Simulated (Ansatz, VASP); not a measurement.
# WC in VASP and in Ansatz

The input POSCAR:

```
WC
1.0
    0.0000000000      2.1926840000      2.1926840000
    2.1926840000      0.0000000000      2.1926840000
    2.1926840000      2.1926840000      0.0000000000
W C
1 1
Direct
   -0.0028503879     -0.0028503879      0.0028503879
    0.5000000000      0.5000000000      0.5000000000
```

INCAR.step1

```
SYSTEM = WC
  PREC = Accurate
  ENCUT = 520
  ISMEAR = 0
  SIGMA = 0.15
  LREAL = .False.
  LASPH = .True.
  NELM = 100
  NBANDS = 16
  GGA = PE
  ALGO = Normal
  EDIFF = 1E-4
  LWAVE = .True.
  LCHARG = .False.
```

File INCAR.step2:

```
SYSTEM = WC
  PREC = Accurate
  ENCUT = 520
  EDIFF = 1E-7
  ISMEAR = 0
  SIGMA = 0.15
  LREAL = .False.
  LASPH = .True.
  NELM = 100
  ALGO = Normal
  ISIF = 2
  LWAVE = .False.
  LCHARG = .False.
  METAGGA = R2SCAN
  LMIXTAU = .True.
  NBANDS = 16
  ISTART = 1
```

The input KPOINTS:

```
Automatic mesh
0
Gamma
  18 18 18
  0 0 0
```

Input for Ansatz:

```yaml
crystal:
  lattice:
    - [0.0, 2.192684, 2.192684]
    - [2.192684, 0.0, 2.192684]
    - [2.192684, 2.192684, 0.0]
  atoms:
    - { symbol: W, position: [-0.0028503879, -0.0028503879, 0.0028503879] }
    - { symbol: C, position: [0.5, 0.5, 0.5] }
basis:
  ecutwfc: 500
kpoints:
  mp_grid: { grid: [18, 18, 18] }
hamiltonian:
  xc: r2scan
scf:
  occupations: { method: gaussian, width: 0.15 }
output:
  forces: true
  stress: true
  eigenvalues: true
```

Change from the starting cell: all W atoms moved +0.013 Å, as atom 1 towards its neighbour atom 2 (C) at 2.193 Å.

Alike in both runs: task single point; functional r2SCAN; k mesh 18 × 18 × 18; occupations gaussian, width 0.15 eV; no spin polarisation.

|  | VASP | Ansatz |
| --- | --- | --- |
| version | VASP 6.6.1 | Ansatz 0.2.0 |
| potentials or method | VASP PAW PBE potentials, release 64 (W_sv, C), cutoff 520 eV | scalar-relativistic, plane waves, PAW |
| valence electrons in the cell | 18 | 18 |

```csv
,VASP,Ansatz,Ansatz less VASP
gap on the k mesh at the Fermi level (eV),none,none,-
pressure (GPa),-3.6,-5.2,-1.59
"traceless stress, the component that is largest in VASP (GPa)",0.06,0.05,-0.002
rms of the force components (eV/Å),0.038,0.037,-0.0005
```

VASP's potentials were made for PBE, not for r2SCAN. Atom by atom the forces differ by 0.001 eV/Å (rms over components). A gap of «none» marks a metal or a gap that the smearing closes. With one functional, cell and mesh, what is left measures potentials, basis and numerics.

Spin-orbit coupling is off throughout.
